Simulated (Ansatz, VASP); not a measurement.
**One calculation of Ru, two programs**

INCAR

```
  ALGO = Normal
  EDIFF = 1E-7
  ENCUT = 520
  GGA = PE
  ISIF = 2
  ISMEAR = -1
  LASPH = True
  LCHARG = False
  LREAL = False
  LWAVE = False
  NBANDS = 21
  NELM = 60
  PREC = Accurate
  SIGMA = 0.05
```

File KPOINTS:

```
k-points
0
Gamma
  13 13 7
```

The input POSCAR:

```
Ru
1.0
    2.7058000000      0.0000000000      0.0000000000
   -1.3529000000      2.3432915400      0.0000000000
    0.0000000000      0.0000000000      4.2819000000
Ru
2
Direct
    0.3440020869      0.6880041738      0.2500000000
    0.6666666667      0.3333333333      0.7500000000
```

Input for Ansatz:

```yaml
crystal:
  lattice:
    - [2.7058, 0.0, 0.0]
    - [-1.3529, 2.34329154, 0.0]
    - [0.0, 0.0, 4.2819]
  atoms:
    - { symbol: Ru, position: [0.34400208691061973, 0.6880041738212395, 0.25] }
    - { symbol: Ru, position: [0.6666666666666666, 0.3333333333333333, 0.75] }
basis:
  ecutwfc: 421.77648681281397
kpoints:
  mp_grid:
    grid: [13, 13, 7]
hamiltonian:
  xc: pbe
scf:
  convergence:
    dr2_threshold: 1.0e-09
  occupations:
    method: fermi_dirac
    width: 0.05
output:
  forces: true
```

Alike in both runs: task single point; functional PBE; k mesh 13 × 13 × 7; occupations fermi-dirac, width 0.05 eV; no spin polarisation.

|  | VASP | Ansatz |
| --- | --- | --- |
| version | VASP 6.6.1 | Ansatz 0.2.0 |
| potentials or method | VASP PAW PBE potentials, release 64 (Ru_pv), cutoff 520 eV | plane waves, PAW |
| valence electrons in the cell | 28 | 32 |

Ansatz gave:

* rms of the force components (eV/Å): 0.218

Question: Estimate VASP's values.

Answer: rms of the force components (eV/Å): 0.219.

Atom by atom the forces differ by 0.000 eV/Å (rms over components). The functional is the same, so the differences come from potentials, cutoffs and numerics. VASP's potentials hold 28 valence electrons a cell and Ansatz's 32, so a difference there can come from the potentials and not from the codes.
